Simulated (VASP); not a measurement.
# SiC (F-43m) in VASP: single point with r2SCAN

Aim: the single point of SiC with r2SCAN.

Program: VASP 6.6.1. These are calculated values, not measurements. Logs are shortened: lines on timing, memory, paths and dates and some standing lists are left out, and cuts for length are marked.

### 1 The cell of the first run

It takes space group F-43m (No. 216, cubic). The conventional cell has a = 4.380 Å, b = 4.380 Å, c = 4.380 Å, α = 90.00°, β = 90.00°, γ = 90.00°. Within 2.5 Å of Si (site symmetry -43m) lie 4 C at 1.90 Å. Within 2.5 Å of C (site symmetry -43m) lie 4 Si at 1.90 Å.

### 2 Single point, r2SCAN

File POSCAR:

```
SiC
1.0
    0.0000000000      2.1898722433      2.1898722433
    2.1898722433      0.0000000000      2.1898722433
    2.1898722433      2.1898722433      0.0000000000
Si C
1 1
Direct
    0.0000000000      0.0000000000      0.0000000000
    0.2500000000      0.2500000000      0.2500000000
```

File INCAR.step1:

```
SYSTEM = SiC
PREC     = Accurate       ! precision mode
ENCUT    = 660            ! plane-wave cutoff, eV
ISMEAR   = 0              ! smearing method
SIGMA    = 0.02           ! smearing width, eV
LREAL    = .FALSE.        ! projectors in reciprocal space
LASPH    = .TRUE.         ! aspherical terms in the spheres
NELM     = 120            ! most SCF steps
NBANDS   = 11             ! bands
GGA      = PE             ! functional
ALGO     = Normal         ! electronic algorithm
EDIFF    = 1E-5           ! SCF threshold, eV
LWAVE    = .TRUE.         ! write WAVECAR
LCHARG   = .FALSE.        ! write CHGCAR
GGA_COMPAT= .FALSE.
```

File INCAR.step2:

```
SYSTEM = SiC
PREC     = Accurate       ! precision mode
ENCUT    = 660            ! plane-wave cutoff, eV
EDIFF    = 1E-6           ! SCF threshold, eV
ISMEAR   = 0              ! smearing method
SIGMA    = 0.02           ! smearing width, eV
LREAL    = .FALSE.        ! projectors in reciprocal space
LASPH    = .TRUE.         ! aspherical terms in the spheres
NELM     = 120            ! most SCF steps
ALGO     = Normal         ! electronic algorithm
ISIF     = 2              ! what is computed and relaxed
LWAVE    = .FALSE.        ! write WAVECAR
LCHARG   = .FALSE.        ! write CHGCAR
METAGGA  = R2SCAN         ! meta-GGA
LMIXTAU  = .TRUE.       
NBANDS   = 11             ! bands
ISTART   = 1            
GGA_COMPAT= .FALSE.
```

File KPOINTS:

```
Automatic mesh
0
G
  10 10 10
  0 0 0
```

Potentials or basis: VASP PAW PBE potentials, release 64 (Si, C).

On the command line:

```sh
$ cat potpaw_PBE.64/Si/POTCAR potpaw_PBE.64/C/POTCAR > POTCAR
$ cp INCAR.step1 INCAR
$ mpirun -np 1 vasp_std > vasp.out
$ cp INCAR.step2 INCAR
$ mpirun -np 1 vasp_std > vasp.out
```

OUTCAR:

```text
SYSTEM = SiC
   PREC = Accurate
   ENCUT = 660
   EDIFF = 1E-6
   ISMEAR = 0
   LREAL = .FALSE.
   LASPH = .TRUE.
   NELM = 120
   ISIF = 2
   METAGGA = R2SCAN
   ISTART = 1

 ion  position               nearest neighbor table
   1  0.000  0.000  0.000-   2 1.90   2 1.90   2 1.90   2 1.90
   2  0.250  0.250  0.250-   1 1.90   1 1.90   1 1.90   1 1.90

  LATTYP: Found a face centered cubic cell.
 ALAT       =     4.3797444866

  Lattice vectors:

 A1 = (   0.0000000000,   2.1898722433,   2.1898722433)
 A2 = (   2.1898722433,   0.0000000000,   2.1898722433)
 A3 = (   2.1898722433,   2.1898722433,   0.0000000000)

Analysis of symmetry for initial positions (statically):
=====================================================================
 Subroutine PRICEL returns:
 Original cell was already a primitive cell.

 Routine SETGRP: Setting up the symmetry group for a
 face centered cubic supercell.

 Subroutine GETGRP returns: Found 24 space group operations
 (whereof 24 operations were pure point group operations)
 out of a pool of 48 trial point group operations.

The static configuration has the point symmetry T_d .

Analysis of symmetry for dynamics (positions and initial velocities):
=====================================================================
 Subroutine PRICEL returns:
 Original cell was already a primitive cell.

 Routine SETGRP: Setting up the symmetry group for a
 face centered cubic supercell.

 Subroutine GETGRP returns: Found 24 space group operations
 (whereof 24 operations were pure point group operations)
 out of a pool of 48 trial point group operations.

The dynamic configuration has the point symmetry T_d .

 Subroutine INISYM returns: Found 24 space group operations
 (whereof 24 operations are pure point group operations),
 and found     1 'primitive' translations

----------------------------------------------------------------------------------------

                                     Primitive cell

  volume of cell :      21.0032

  direct lattice vectors                    reciprocal lattice vectors
     0.000000000  2.189872243  2.189872243    -0.228323822  0.228323822  0.228323822
     2.189872243  0.000000000  2.189872243     0.228323822 -0.228323822  0.228323822
     2.189872243  2.189872243  0.000000000     0.228323822  0.228323822 -0.228323822

  length of vectors
     3.096947026  3.096947026  3.096947026     0.395468460  0.395468460  0.395468460

[... 87 lines left out ...]
   ISYM   =      2    0-nonsym 1-usesym 2-fastsym
   POTIM  = 0.5000    time-step for ionic-motion
   TEBEG  =    0.0;   TEEND  =   0.0 temperature during run
   PSTRESS=    0.0 pullay stress
   NELECT =       8.0000    total number of electrons
   NUPDOWN=      -1.0000    fix difference up-down
   EMIN   =  10.00;   EMAX   =-10.00  energy-range for DOS
   EFERMI =   0.00;   METHOD = LEGACY
   ISMEAR =     0;   SIGMA  =   0.02  broadening in eV -4-tet -1-fermi 0-gaus
   EFERMI_NEDOS =   21; number of points for ismear=-14 and -15
   IALGO  =     38    algorithm
   IMIX   =      4    mixing-type and parameters
     AMIX     =   0.40;   BMIX     =  1.00
     AMIX_MAG =   1.60;   BMIX_MAG =  1.00
  volume/ion in A,a.u.               =      10.50        70.87
  Fermi-wavevector in a.u.,A,eV,Ry     =   1.186705  2.242547 19.160655  1.408268
  Thomas-Fermi vector in A             =   2.322872
   LORBIT       =      0    0 simple, 1 ext, 2 COOP (PROOUT), +10 PAW based schemes
   METAGGA = R2SCAN    functional components
   LHFCALC =     F    Hartree Fock is set to
   AEXX    =    0.0000 exact exchange contribution
   IVDW    =     0    specifies the selected vdW correction
   LEPSILON=     F    determine dielectric tensor
   LRPA    =     F    only Hartree local field effects (RPA)
 non-spin polarized calculation
 Gauss-broadening in eV      SIGMA  =   0.02
  energy-cutoff  :      660.00
  volume of cell :       21.00
 maximum number of plane-waves:       869
 NGX is ok and might be reduce to    28
   NGX = 13   NGY = 13   NGZ = 13

 number of electron       8.0000000 magnetization

 Free energy of the ion-electron system (eV)
  ---------------------------------------------------
  ext. energy  EPLUGINS =         0.00000000
  ---------------------------------------------------
  free energy    TOTEN  =       -19.32738485 eV

  energy without entropy =      -19.32738485  energy(sigma->0) =      -19.32738485

 E-fermi :   8.0009     XC(G=0): -11.8673

 val. band max:        7.8142745406   @ k =   0.0000   0.0000   0.0000
 cond. band min:       9.5509054637   @ k =   0.5000   0.5000   0.0000
 fundamental gap:      1.7366309231
 Fermi energy:         8.0009359678

 k-point     1 :       0.0000    0.0000    0.0000
  band No.  band energies     occupation
      1      -8.2454      2.00000
      2       7.8143      2.00000
      3       7.8143      2.00000
      4       7.8143      2.00000
      5      14.4614      0.00000
      6      15.5550      0.00000
      7      15.5550      0.00000
      8      15.5550      0.00000
      9      22.9335      0.00000
     10      22.9335      0.00000
     11      25.3343      0.00000
[... 309 lines left out ...]
 k-point    24 :       0.4000    0.3000    0.0000
  band No.  band energies     occupation
      1      -5.0521      2.00000
      2       1.9967      2.00000
      3       4.5732      2.00000
      4       5.0925      2.00000
      5      11.0967      0.00000
      6      13.9088      0.00000
      7      20.1429      0.00000
      8      20.4686      0.00000
      9      22.4690      0.00000
     10      26.7558      0.00000
     11      30.0685      0.00000

 [... further k-points ...]

------------------------ aborting loop because EDIFF is reached ----------------------------------------

  FORCE on cell =-STRESS in cart. coord.  units (eV):
  Direction    XX          YY          ZZ          XY          YZ          ZX
  --------------------------------------------------------------------------------------
  -------------------------------------------------------------------------------------
  Total       -0.5132684     -0.5132684     -0.5132684      0.0000000      0.0000000      0.0000000
  in kB      -39.1533332    -39.1533332    -39.1533332      0.0000000      0.0000000      0.0000000
  external PRESSURE =     -39.1533332 kB  Pullay stress =       0.0000000 kB

 VOLUME and BASIS-vectors are now :
 -----------------------------------------------------------------------------
  energy-cutoff  :      660.00
  volume of cell :       21.00
      direct lattice vectors                 reciprocal lattice vectors
     0.000000000  2.189872243  2.189872243    -0.228323822  0.228323822  0.228323822
     2.189872243  0.000000000  2.189872243     0.228323822 -0.228323822  0.228323822
     2.189872243  2.189872243  0.000000000     0.228323822  0.228323822 -0.228323822

 POSITION                                       TOTAL-FORCE (eV/Angst)
 -----------------------------------------------------------------------------------
      0.00000      0.00000      0.00000         0.000000      0.000000      0.000000
      1.09494      1.09494      1.09494        -0.000000     -0.000000     -0.000000
 -----------------------------------------------------------------------------------
    total drift:                               -0.000000     -0.000000     -0.000000

  FREE ENERGIE OF THE ION-ELECTRON SYSTEM (eV)
  ---------------------------------------------------
  free  energy   TOTEN  =       -19.3273848550 eV

  energy  without entropy=      -19.3273848550  energy(sigma->0) =      -19.32738485
```

OUTCAR.step1:

```text
SYSTEM = SiC
   PREC = Accurate
   ENCUT = 660
   ISMEAR = 0
   LREAL = .FALSE.
   LASPH = .TRUE.
[... 558 lines left out ...]
      0.00000      0.00000      0.00000        -0.000000     -0.000000     -0.000000
      1.09494      1.09494      1.09494         0.000000      0.000000      0.000000
 -----------------------------------------------------------------------------------
    total drift:                               -0.000000     -0.000000     -0.000000

  FREE ENERGIE OF THE ION-ELECTRON SYSTEM (eV)
  ---------------------------------------------------
  free  energy   TOTEN  =       -15.0640143308 eV

  energy  without entropy=      -15.0640143308  energy(sigma->0) =      -15.06401433
```

It took 36 s on 1 thread of AMD EPYC 9R45 (Zen 5), shared host; peak memory 0.13 GiB.

Results:

```
Free energy            : -19.3274 eV
Pressure               : -3.9 GPa
Band gap on the k mesh : 1.74 eV (least direct gap 5.04 eV)
```

Levels at points of the mesh, in eV from the valence-band top:
```tsv
k point	band 1	band 2	band 3	band 4	band 5	band 6	band 7	band 8
(0.00, 0.00, 0.00)	-16.06	0.00	0.00	0.00	6.65	7.74	7.74	7.74
(0.50, 0.00, 0.00)	-12.49	-8.74	-1.10	-1.10	5.85	7.69	7.69	10.86
(0.50, 0.50, 0.00)	-11.04	-8.00	-3.30	-3.30	1.74	4.77	14.94	14.94
```

Caveat: the cell stands under tension; the PAW data sets were made with another functional, which shifts forces and pressure a little. A k mesh can miss the band edges.
